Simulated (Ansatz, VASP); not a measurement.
## TiAl in VASP and in Ansatz

File INCAR:

```
SYSTEM = TiAl
PREC = Accurate ; ENCUT = 520
EDIFF = 1E-6 ; ISMEAR = 0
SIGMA = 0.15 ; LREAL = .False.
LASPH = .True. ; NELM = 100
ALGO = Fast ; ISIF = 2
LWAVE = .False. ; LCHARG = .True.
GGA = PS ; LELF = .True.
LVHAR = .True. ; NBANDS = 14
```

Contents of KPOINTS:

```
Automatic mesh
0
Gamma
  18 18 10
  0 0 0
```

Contents of POSCAR:

```
TiAl
1.0
    2.8242532992      0.0000000000      0.0000000000
   -1.4121266496      2.4458751038      0.0000000000
    0.0000000000      0.0000000000      4.8184254900
Ti Al
1 1
Direct
    0.0000000000      0.0000000000      0.0000000000
    0.3333333333      0.6666666667      0.5000000000
```

Input for Ansatz:

```yaml
crystal:
  lattice:
    - [2.8242532992, 0.0, 0.0]
    - [-1.4121266496, 2.4458751038, 0.0]
    - [0.0, 0.0, 4.81842549]
  atoms:
    - { symbol: Ti, position: [0.0, 0.0, 0.0] }
    - { symbol: Al, position: [0.3333333333, 0.6666666667, 0.5] }
basis:
  ecutwfc: 420
kpoints:
  mp_grid: { grid: [18, 18, 10] }
hamiltonian:
  xc: pbesol
scf:
  occupations: { method: gaussian, width: 0.15 }
output:
  forces: true
  stress: true
  eigenvalues: true
```

Change from the starting cell: strain -0.015 along x and y, +0.030 along z, atoms carried along.

Alike in both runs: task single point; functional PBEsol; k mesh 18 × 18 × 10; occupations gaussian, width 0.15 eV; no spin polarisation.

|  | VASP | Ansatz |
| --- | --- | --- |
| version | VASP 6.6.1 | Ansatz 0.2.0 |
| potentials or method | VASP PAW PBE potentials, release 64 (Ti_sv, Al), cutoff 520 eV | scalar-relativistic, plane waves, PAW |
| valence electrons in the cell | 15 | 15 |

|  | VASP | Ansatz | Ansatz less VASP |
| --- | --- | --- | --- |
| gap on the k mesh at the Fermi level (eV) | none | none | - |
| pressure (GPa) | -3.2 | -3.1 | +0.10 |
| traceless stress, the component that is largest in VASP (GPa) | -5.33 | -5.44 | -0.115 |

VASP's potentials were made for PBE, not for PBEsol. A gap of «none» marks a metal or a gap that the smearing closes.
